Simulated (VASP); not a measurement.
Input of a VASP 6.6.1 run:

The input INCAR:

```
SYSTEM = HfN
PREC = Accurate
ENCUT = 520
EDIFF = 1E-8
ISMEAR = -1
SIGMA = 0.01
LREAL = .False.
LASPH = .True.
NELM = 120
ALGO = Normal
ISIF = 2
LWAVE = .False.
LCHARG = .False.
GGA = PS
LEFG = .True.
NBANDS = 14
GGA_COMPAT = .False.
```

KPOINTS

```
regular mesh
0
Gamma
  10 10 10
  0 0 0
```

The input POSCAR:

```
HfN
1.0
    0.0000000000      2.2590000000      2.2138200000
    2.2590000000      0.0000000000      2.2138200000
    2.2590000000      2.2590000000      0.0000000000
Hf N
1 1
Direct
    0.0000000000      0.0000000000      0.0000000000
    0.5000000000      0.5000000000      0.5000000000
```

Potentials or basis: VASP PAW PBE potentials, release 64 (Hf_pv, N).

Run with:

```sh
$ cat potpaw_PBE.64/Hf_pv/POTCAR potpaw_PBE.64/N/POTCAR > POTCAR
$ mpirun -np 1 vasp_std > vasp.out
```

Problem. What does it give for the pressure?

Solution. 0.8 GPa.

Stress tensor (GPa, compression positive):
```
-2.32  0.00  0.00
 0.00 -2.32  0.00
 0.00  0.00  7.02
```

Caveat: the cell differs from its parent crystal (zz strain of -2 %); without QUAD_EFG the Cq values of the log hold for a quadrupole moment of 1 mb, not for the nuclei; the PAW data sets were made with another functional, which shifts forces and pressure a little.
